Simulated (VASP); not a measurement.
# TlCl (Pm-3m) in VASP: settings compared

TlCl is run at these levels: PBE, r2SCAN; tasks: single point.

Program: VASP 6.6.1. These are calculated values, not measurements. Logs are shortened: lines on timing, memory, paths and dates and some standing lists are left out, and cuts for length are marked.

## 1. The cell of the first run

The structure is cubic, space group Pm-3m (No. 221). The conventional cell has a = 3.794 Å, b = 3.794 Å, c = 3.794 Å, α = 90.00°, β = 90.00°, γ = 90.00°. Within 4.3 Å of Tl (site symmetry m-3m) lie 8 Cl at 3.29 Å and 6 Tl at 3.79 Å. Within 4.3 Å of Cl (site symmetry m-3m) lie 8 Tl at 3.29 Å and 6 Cl at 3.79 Å.

## 2. Single point, PBE

INCAR reads:

```
SYSTEM = TlCl
PREC = Accurate
ENCUT = 500
EDIFF = 1E-6
ISMEAR = 0
SIGMA = 0.01
LREAL = .False.
LASPH = .True.
NELM = 120
ALGO = Normal
ISIF = 2
LWAVE = .False.
LCHARG = .False.
GGA = PE
NBANDS = 17
GGA_COMPAT = .False.
```

KPOINTS reads:

```
regular mesh
0
Gamma
  4 4 4
  0 0 0
```

POSCAR reads:

```
TlCl
1.0
    3.7936346943      0.0000000000      0.0000000000
    0.0000000000      3.7936346943      0.0000000000
    0.0000000000      0.0000000000      3.7936346943
Tl Cl
1 1
Direct
    0.0000000000      0.0000000000      0.0000000000
    0.5000000000      0.5000000000      0.5000000000
```

Potentials or basis: VASP PAW PBE potentials, release 64 (Tl_d, Cl).

Command:

```sh
> cat potpaw_PBE.64/Tl_d/POTCAR potpaw_PBE.64/Cl/POTCAR > POTCAR
> mpirun -np 1 vasp_std > vasp.out
```

OUTCAR:

```text
SYSTEM = TlCl
   PREC = Accurate
   ENCUT = 500
   EDIFF = 1E-6
   ISMEAR = 0
   LREAL = .False.
   LASPH = .True.
   NELM = 120
   ISIF = 2
   GGA = PE

 ion  position               nearest neighbor table
   1  0.000  0.000  0.000-   2 3.29   2 3.29   2 3.29   2 3.29   2 3.29   2 3.29   2 3.29   2 3.29

   2  0.500  0.500  0.500-   1 3.29   1 3.29   1 3.29   1 3.29   1 3.29   1 3.29   1 3.29   1 3.29

  LATTYP: Found a simple cubic cell.
 ALAT       =     3.7936346943

  Lattice vectors:

 A1 = (   3.7936346943,   0.0000000000,   0.0000000000)
 A2 = (   0.0000000000,   3.7936346943,   0.0000000000)
 A3 = (   0.0000000000,   0.0000000000,   3.7936346943)

Analysis of symmetry for initial positions (statically):
=====================================================================
 Subroutine PRICEL returns:
 Original cell was already a primitive cell.

 Routine SETGRP: Setting up the symmetry group for a
 simple cubic supercell.

 Subroutine GETGRP returns: Found 48 space group operations
 (whereof 48 operations were pure point group operations)
 out of a pool of 48 trial point group operations.

The static configuration has the point symmetry O_h .

Analysis of symmetry for dynamics (positions and initial velocities):
=====================================================================
 Subroutine PRICEL returns:
 Original cell was already a primitive cell.

 Routine SETGRP: Setting up the symmetry group for a
 simple cubic supercell.

 Subroutine GETGRP returns: Found 48 space group operations
 (whereof 48 operations were pure point group operations)
 out of a pool of 48 trial point group operations.

The dynamic configuration has the point symmetry O_h .

 Subroutine INISYM returns: Found 48 space group operations
 (whereof 48 operations are pure point group operations),
 and found     1 'primitive' translations

----------------------------------------------------------------------------------------

                                     Primitive cell

  volume of cell :      54.5967

  direct lattice vectors                    reciprocal lattice vectors
     3.793634694  0.000000000  0.000000000     0.263599445  0.000000000  0.000000000
     0.000000000  3.793634694  0.000000000     0.000000000  0.263599445  0.000000000
     0.000000000  0.000000000  3.793634694     0.000000000  0.000000000  0.263599445

  length of vectors
     3.793634694  3.793634694  3.793634694     0.263599445  0.263599445  0.263599445

  position of ions in fractional coordinates (direct lattice)
     0.000000000  0.000000000  0.000000000
     0.500000000  0.500000000  0.500000000

  ion indices of the primitive-cell ions
   primitive index   ion index
                 1           1
                 2           2

----------------------------------------------------------------------------------------

 KPOINTS: regular mesh

Automatic generation of k-mesh.
 Grid dimensions read from file:
 generate k-points for:    4    4    4

 Generating k-lattice:

  Cartesian coordinates                     Fractional coordinates (reciprocal lattice)
     0.065899861  0.000000000  0.000000000     0.250000000  0.000000000  0.000000000
     0.000000000  0.065899861  0.000000000     0.000000000  0.250000000  0.000000000
     0.000000000  0.000000000  0.065899861     0.000000000  0.000000000  0.250000000

  Length of vectors
     0.065899861  0.065899861  0.065899861

  Shift w.r.t. Gamma in fractional coordinates (k-lattice)
     0.000000000  0.000000000  0.000000000

 Subroutine IBZKPT returns following result:
 ===========================================

 Found     10 irreducible k-points:

 Following reciprocal coordinates:
            Coordinates               Weight
  0.000000  0.000000  0.000000      1.000000
  0.250000  0.000000  0.000000      6.000000
  0.500000  0.000000  0.000000      3.000000
  0.250000  0.250000  0.000000     12.000000
  0.500000  0.250000  0.000000     12.000000
  0.500000  0.500000  0.000000      3.000000
  0.250000  0.250000  0.250000      8.000000
  0.500000  0.250000  0.250000     12.000000
  0.500000  0.500000  0.250000      6.000000
  0.500000  0.500000  0.500000      1.000000
   k-points           NKPTS =     10   k-points in BZ     NKDIM =     10   number of bands    NBANDS=     17
   number of dos      NEDOS =    301   number of ions     NIONS =      2
   total plane-waves  NPLWV =  21952
   dimension x,y,z NGX =    28 NGY =   28 NGZ =   28
   dimension x,y,z NGXF=    56 NGYF=   56 NGZF=   56
   ions per type =               1   1
   NGX,Y,Z   is equivalent  to a cutoff of  12.27, 12.27, 12.27 a.u.
   NGXF,Y,Z  is equivalent  to a cutoff of  24.54, 24.54, 24.54 a.u.
 SYSTEM =  TlCl
   PREC   = accura    normal or accurate (medium, high low for compatibility)
   ISTART =      0    job   : 0-new  1-cont  2-samecut
   ICHARG =      2    charge: 1-file 2-atom 10-const
   ISPIN  =      1    spin polarized calculation?
   LNONCOLLINEAR =      F non collinear calculations
   LSORBIT =      F    spin-orbit coupling
   LASPH  =      T    aspherical Exc in radial PAW
   ENCUT  =  500.0 eV  36.75 Ry    6.06 a.u.   6.92  6.92  6.92*2*pi/ulx,y,z
   NELM   =    120;   NELMIN=  2; NELMDL= -5     # of ELM steps
   EDIFF  = 0.1E-05   stopping-criterion for ELM
   LREAL  =      F    real-space projection
   EDIFFG = 0.1E-04   stopping-criterion for IOM
   NSW    =      0    number of steps for IOM
   IBRION =     -1    ionic relax: 0-MD 1-quasi-New 2-CG
   NFREE  =      0    steps in history (QN), initial steepest desc. (CG)
   ISIF   =      2    stress and relaxation
   ISYM   =      2    0-nonsym 1-usesym 2-fastsym
   POTIM  = 0.5000    time-step for ionic-motion
   TEBEG  =    0.0;   TEEND  =   0.0 temperature during run
   PSTRESS=    0.0 pullay stress
   NELECT =      20.0000    total number of electrons
   NUPDOWN=      -1.0000    fix difference up-down
   EMIN   =  10.00;   EMAX   =-10.00  energy-range for DOS
   EFERMI =   0.00;   METHOD = LEGACY
   ISMEAR =     0;   SIGMA  =   0.01  broadening in eV -4-tet -1-fermi 0-gaus
   EFERMI_NEDOS =   21; number of points for ismear=-14 and -15
   IALGO  =     38    algorithm
   IMIX   =      4    mixing-type and parameters
     AMIX     =   0.40;   BMIX     =  1.00
     AMIX_MAG =   1.60;   BMIX_MAG =  1.00
  volume/ion in A,a.u.               =      27.30       184.22
  Fermi-wavevector in a.u.,A,eV,Ry     =   1.171375  2.213578 18.668821  1.372120
  Thomas-Fermi vector in A             =   2.307820
   LORBIT       =      0    0 simple, 1 ext, 2 COOP (PROOUT), +10 PAW based schemes
   GGA     = PE    functional components
   LHFCALC =     F    Hartree Fock is set to
   AEXX    =    0.0000 exact exchange contribution
   IVDW    =     0    specifies the selected vdW correction
   LEPSILON=     F    determine dielectric tensor
   LRPA    =     F    only Hartree local field effects (RPA)
 non-spin polarized calculation
 Gauss-broadening in eV      SIGMA  =   0.01
  energy-cutoff  :      500.00
  volume of cell :       54.60
 maximum number of plane-waves:      1406
 NGX is ok and might be reduce to    28
   NGX = 13   NGY = 13   NGZ = 13

 number of electron      20.0000002 magnetization

 Free energy of the ion-electron system (eV)
  ---------------------------------------------------
  ext. energy  EPLUGINS =         0.00000000
  ---------------------------------------------------
  free energy    TOTEN  =        -5.97692331 eV

  energy without entropy =       -5.97692331  energy(sigma->0) =       -5.97692331

 E-fermi :   3.1813     XC(G=0):  -9.2922

 val. band max:        3.0915068962   @ k =   0.5000   0.0000   0.0000
 cond. band min:       5.0861478869   @ k =   0.5000   0.0000   0.0000
 fundamental gap:      1.9946409908
 Fermi energy:         3.1812859376

 k-point     1 :       0.0000    0.0000    0.0000
  band No.  band energies     occupation
      1     -10.8934      2.00000
      2      -6.9283      2.00000
      3      -6.9283      2.00000
      4      -6.6600      2.00000
      5      -6.6600      2.00000
      6      -6.6600      2.00000
[... 9 lines left out ...]
     16      15.9429      0.00000
     17      17.3079      0.00000

 k-point     2 :       0.2500    0.0000    0.0000
  band No.  band energies     occupation
      1     -10.7589      2.00000
      2      -6.9201      2.00000
      3      -6.8342      2.00000
      4      -6.7059      2.00000
      5      -6.7059      2.00000
      6      -6.6558      2.00000
[... 9 lines left out ...]
     16      16.3514      0.00000
     17      17.2910      0.00000

 k-point     3 :       0.5000    0.0000    0.0000
  band No.  band energies     occupation
      1     -10.6140      2.00000
      2      -6.9118      2.00000
      3      -6.7507      2.00000
      4      -6.7507      2.00000
      5      -6.7483      2.00000
      6      -6.6516      2.00000
[... 9 lines left out ...]
     16      17.2176      0.00000
     17      17.2338      0.00000

 k-point     4 :       0.2500    0.2500    0.0000
  band No.  band energies     occupation
      1     -10.6600      2.00000
      2      -6.8730      2.00000
      3      -6.7689      2.00000
      4      -6.7166      2.00000
      5      -6.7019      2.00000
      6      -6.6925      2.00000
[... 9 lines left out ...]
     16      15.0091      0.00000
     17      15.3693      0.00000

 k-point     5 :       0.5000    0.2500    0.0000
  band No.  band energies     occupation
      1     -10.5569      2.00000
      2      -6.8544      2.00000
      3      -6.7380      2.00000
      4      -6.7209      2.00000
      5      -6.6886      2.00000
      6      -6.6787      2.00000
[... 9 lines left out ...]
     16      15.6614      0.00000
     17      16.3081      0.00000

 k-point     6 :       0.5000    0.5000    0.0000
  band No.  band energies     occupation
      1     -10.4989      2.00000
      2      -6.8232      2.00000
      3      -6.7252      2.00000
      4      -6.7252      2.00000
      5      -6.6825      2.00000
      6      -6.5857      2.00000
[... 9 lines left out ...]
     16      14.5122      0.00000
     17      14.8037      0.00000

 k-point     7 :       0.2500    0.2500    0.2500
  band No.  band energies     occupation
      1     -10.5707      2.00000
      2      -6.7685      2.00000
      3      -6.7685      2.00000
      4      -6.7441      2.00000
      5      -6.7441      2.00000
      6      -6.6833      2.00000
[... 9 lines left out ...]
     16      15.2850      0.00000
     17      17.9302      0.00000

 k-point     8 :       0.5000    0.2500    0.2500
  band No.  band energies     occupation
      1     -10.4775      2.00000
      2      -6.8071      2.00000
      3      -6.7547      2.00000
      4      -6.7452      2.00000
      5      -6.7044      2.00000
      6      -6.6527      2.00000
[... 9 lines left out ...]
     16      14.9176      0.00000
     17      18.6742      0.00000

 k-point     9 :       0.5000    0.5000    0.2500
  band No.  band energies     occupation
      1     -10.3950      2.00000
      2      -6.7971      2.00000
      3      -6.7971      2.00000
      4      -6.7693      2.00000
      5      -6.7023      2.00000
      6      -6.5835      2.00000
[... 9 lines left out ...]
     16      15.3644      0.00000
     17      19.3369      0.00000

 k-point    10 :       0.5000    0.5000    0.5000
  band No.  band energies     occupation
      1     -10.2833      2.00000
      2      -6.8656      2.00000
      3      -6.8656      2.00000
      4      -6.8656      2.00000
      5      -6.5812      2.00000
      6      -6.5812      2.00000
[... 9 lines left out ...]
     16      16.1114      0.00000
     17      20.1594      0.00000

------------------------ aborting loop because EDIFF is reached ----------------------------------------

  FORCE on cell =-STRESS in cart. coord.  units (eV):
  Direction    XX          YY          ZZ          XY          YZ          ZX
  --------------------------------------------------------------------------------------
  -------------------------------------------------------------------------------------
  Total        0.7843760      0.7843760      0.7843760      0.0000000      0.0000000      0.0000000
  in kB       23.0180408     23.0180408     23.0180408      0.0000000      0.0000000      0.0000000
  external PRESSURE =      23.0180408 kB  Pullay stress =       0.0000000 kB

 VOLUME and BASIS-vectors are now :
 -----------------------------------------------------------------------------
  energy-cutoff  :      500.00
  volume of cell :       54.60
      direct lattice vectors                 reciprocal lattice vectors
     3.793634694  0.000000000  0.000000000     0.263599445  0.000000000  0.000000000
     0.000000000  3.793634694  0.000000000     0.000000000  0.263599445  0.000000000
     0.000000000  0.000000000  3.793634694     0.000000000  0.000000000  0.263599445

 POSITION                                       TOTAL-FORCE (eV/Angst)
 -----------------------------------------------------------------------------------
      0.00000      0.00000      0.00000         0.000000      0.000000      0.000000
      1.89682      1.89682      1.89682         0.000000      0.000000      0.000000
 -----------------------------------------------------------------------------------
    total drift:                               -0.000000      0.000000      0.000000

  FREE ENERGIE OF THE ION-ELECTRON SYSTEM (eV)
  ---------------------------------------------------
  free  energy   TOTEN  =        -5.9769233113 eV

  energy  without entropy=       -5.9769233113  energy(sigma->0) =       -5.97692331
```

Wall time 8.5 s (1 thread of Intel Xeon Platinum 8375C at 2.90GHz (Ice Lake), shared host); peak memory 0.15 GiB.

Results:

* Free energy: -5.9769 eV
* Pressure: 2.3 GPa
* Band gap on the k mesh: 1.99 eV, direct

Levels at points of the mesh, in eV from the valence-band top:
| k point | band 6 | band 7 | band 8 | band 9 | band 10 | band 11 | band 12 | band 13 | band 14 | band 15 |
| --- | --- | --- | --- | --- | --- | --- | --- | --- | --- | --- |
| (0.00, 0.00, 0.00) | -9.75 | -4.65 | -1.68 | -1.68 | -1.68 | 7.75 | 7.75 | 7.93 | 7.93 | 7.93 |
| (0.50, 0.00, 0.00) | -9.74 | -5.65 | -1.22 | -1.22 | 0.00 | 1.99 | 6.56 | 6.56 | 8.66 | 11.60 |
| (0.50, 0.50, 0.00) | -9.68 | -3.43 | -3.22 | -3.22 | -1.18 | 4.91 | 4.91 | 8.42 | 8.60 | 11.42 |
| (0.50, 0.50, 0.50) | -9.67 | -2.18 | -2.18 | -2.18 | -2.14 | 2.41 | 2.41 | 2.41 | 13.02 | 13.02 |

Caveat: spin-orbit coupling is left out, which moves the levels of the heavy elements.

## 3. Single point, r2SCAN

POSCAR is that of step 2.

INCAR.step1 reads:

```
SYSTEM = TlCl
  ALGO = Normal
  EDIFF = 1E-5
  ENCUT = 550
  GGA = PE
  GGA_COMPAT = .False.
  ISMEAR = 0
  LASPH = .True.
  LCHARG = .False.
  LREAL = .False.
  LWAVE = .True.
  NBANDS = 17
  NELM = 120
  PREC = Accurate
  SIGMA = 0.01
```

INCAR.step2 reads:

```
SYSTEM = TlCl
  ALGO = Normal
  EDIFF = 1E-6
  ENCUT = 550
  GGA_COMPAT = .False.
  ISIF = 2
  ISMEAR = 0
  ISTART = 1
  LASPH = .True.
  LCHARG = .False.
  LMIXTAU = .True.
  LREAL = .False.
  LWAVE = .False.
  METAGGA = R2SCAN
  NBANDS = 17
  NELM = 120
  PREC = Accurate
  SIGMA = 0.01
```

KPOINTS reads:

```
k-points
0
Gamma
  4 4 4
  0 0 0
```

Potentials or basis: VASP PAW PBE potentials, release 64 (Tl_d, Cl).

Command:

```sh
> cat potpaw_PBE.64/Tl_d/POTCAR potpaw_PBE.64/Cl/POTCAR > POTCAR
> cp INCAR.step1 INCAR
> mpirun -np 1 vasp_std > vasp.out
> cp INCAR.step2 INCAR
> mpirun -np 1 vasp_std > vasp.out
```

OUTCAR:

```text
SYSTEM = TlCl
   EDIFF = 1E-6
   ENCUT = 550
   ISIF = 2
   ISMEAR = 0
   ISTART = 1
   LASPH = .True.
   LREAL = .False.
   METAGGA = R2SCAN
   NELM = 120
   PREC = Accurate

 ion  position               nearest neighbor table
   1  0.000  0.000  0.000-   2 3.29   2 3.29   2 3.29   2 3.29   2 3.29   2 3.29   2 3.29   2 3.29

   2  0.500  0.500  0.500-   1 3.29   1 3.29   1 3.29   1 3.29   1 3.29   1 3.29   1 3.29   1 3.29

  LATTYP: Found a simple cubic cell.
 ALAT       =     3.7936346943

[... 374 lines left out ...]

  FORCE on cell =-STRESS in cart. coord.  units (eV):
  Direction    XX          YY          ZZ          XY          YZ          ZX
  --------------------------------------------------------------------------------------
  -------------------------------------------------------------------------------------
  Total        0.3795439      0.3795439      0.3795439      0.0000000      0.0000000     -0.0000000
  in kB       11.1379705     11.1379705     11.1379705      0.0000000      0.0000000     -0.0000000
  external PRESSURE =      11.1379705 kB  Pullay stress =       0.0000000 kB

 VOLUME and BASIS-vectors are now :
 -----------------------------------------------------------------------------
  energy-cutoff  :      550.00
  volume of cell :       54.60
      direct lattice vectors                 reciprocal lattice vectors
     3.793634694  0.000000000  0.000000000     0.263599445  0.000000000  0.000000000
     0.000000000  3.793634694  0.000000000     0.000000000  0.263599445  0.000000000
     0.000000000  0.000000000  3.793634694     0.000000000  0.000000000  0.263599445

 POSITION                                       TOTAL-FORCE (eV/Angst)
 -----------------------------------------------------------------------------------
      0.00000      0.00000      0.00000         0.000000      0.000000      0.000000
      1.89682      1.89682      1.89682         0.000000      0.000000      0.000000
 -----------------------------------------------------------------------------------
    total drift:                                0.000000     -0.000000     -0.000000

  FREE ENERGIE OF THE ION-ELECTRON SYSTEM (eV)
  ---------------------------------------------------
  free  energy   TOTEN  =       -61.5366187381 eV

  energy  without entropy=      -61.5366187381  energy(sigma->0) =      -61.53661874
```

OSZICAR.step1:

```text
N       E                     dE             d eps       ncg     rms          rms(c)
DAV:   1     0.104069411754E+03    0.10407E+03   -0.10385E+04   340   0.109E+03
DAV:   2    -0.212270805393E+01   -0.10619E+03   -0.10171E+03   438   0.238E+02
DAV:   3    -0.633295792580E+01   -0.42102E+01   -0.42003E+01   377   0.414E+01
DAV:   4    -0.636347360960E+01   -0.30516E-01   -0.30512E-01   453   0.424E+00
DAV:   5    -0.636386082590E+01   -0.38722E-03   -0.38721E-03   404   0.445E-01    0.339E+00
DAV:   6    -0.600369303998E+01    0.36017E+00   -0.62178E-01   373   0.416E+00    0.218E+00
DAV:   7    -0.597780157694E+01    0.25891E-01   -0.11489E-01   368   0.163E+00    0.131E+00
DAV:   8    -0.597705048780E+01    0.75109E-03   -0.18994E-02   368   0.929E-01    0.276E-01
DAV:   9    -0.597663601288E+01    0.41447E-03   -0.12045E-03   410   0.188E-01    0.130E-01
DAV:  10    -0.597679847764E+01   -0.16246E-03   -0.64915E-04   347   0.130E-01    0.513E-02
DAV:  11    -0.597678452542E+01    0.13952E-04   -0.57260E-05   379   0.459E-02    0.152E-02
DAV:  12    -0.597678449461E+01    0.30816E-07   -0.36312E-06   188   0.115E-02
   1 F= -.59767845E+01 E0= -.59767845E+01  d E =-.111671E-38
```

It took 42 s on 1 thread of Intel Xeon Platinum 8375C at 2.90GHz (Ice Lake), shared host; peak memory 0.17 GiB.

What came out:

```
Free energy            : -61.5366 eV
Pressure               : 1.1 GPa
Band gap on the k mesh : 2.42 eV, direct
```

Caveat: the PAW data sets were made with another functional, which shifts forces and pressure a little; spin-orbit coupling is left out, which moves the levels of the heavy elements. r2SCAN opens gaps a little over a GGA but as a rule still falls short of measured ones.
